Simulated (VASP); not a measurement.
Write the native input for VASP 6.6.1 that does the following.

| Property | Result |
| --- | --- |
| Task | single point |
| Functional | RPBE |
| Potentials or basis | VASP PAW PBE potentials, release 64 (Ir) |
| Cutoff | 520 eV |
| k mesh | 14 × 14 × 14 |
| Occupations | fermi-dirac, width 0.1 eV |
| Spin | non-collinear spin, zero start, spin-orbit coupling |
| Starting moments | [[0.0, 0.0, 0.0]] μB |
| Dipole correction | no |
| Further INCAR settings | ALGO = Normal; EDIFF = 1e-06; NBANDS = 20 |

The structure of Ir lies in POSCAR:

```
Ir
1.0
    0.0000000000      1.9439873055      1.9439873055
    1.9439873055      0.0000000000      1.9439873055
    1.9439873055      1.9439873055      0.0000000000
Ir
1
Direct
    0.0000000000      0.0000000000      0.0000000000
```

These files were run (other wordings do the same):

INCAR

```
SYSTEM = Ir
PREC = Accurate
ENCUT = 520
EDIFF = 1E-6
ISMEAR = -1
SIGMA = 0.1
LREAL = .FALSE.
LASPH = .TRUE.
NELM = 150
ALGO = Normal
ISIF = 2
LWAVE = .FALSE.
LCHARG = .FALSE.
MAGMOM = 0 0 0
LORBIT = 11
LSORBIT = .TRUE.
GGA_COMPAT = .FALSE.
LORBMOM = .TRUE.
LMAXMIX = 4
GGA = RP
NBANDS = 20
```

KPOINTS

```
regular mesh
0
G
  14 14 14
  0 0 0
```

Potentials or basis: VASP PAW PBE potentials, release 64 (Ir).

Run with:

```console
$ cat potpaw_PBE.64/Ir/POTCAR > POTCAR
$ mpirun -np 1 vasp_ncl > vasp.out
```

It gave:

| Item | Value |
| --- | --- |
| Pressure | 1.5 GPa |
| Net moment | 0.00 μB per cell |
| Valence electrons inside the program's atomic spheres | Ir 8.28 |

Caveat: the PAW data sets were made with another functional, which shifts forces and pressure a little.

Run time: 25 s on 1 thread of Intel(R) Xeon(R) 6975P-C (Granite Rapids) (shared host), peak memory 0.18 GiB.
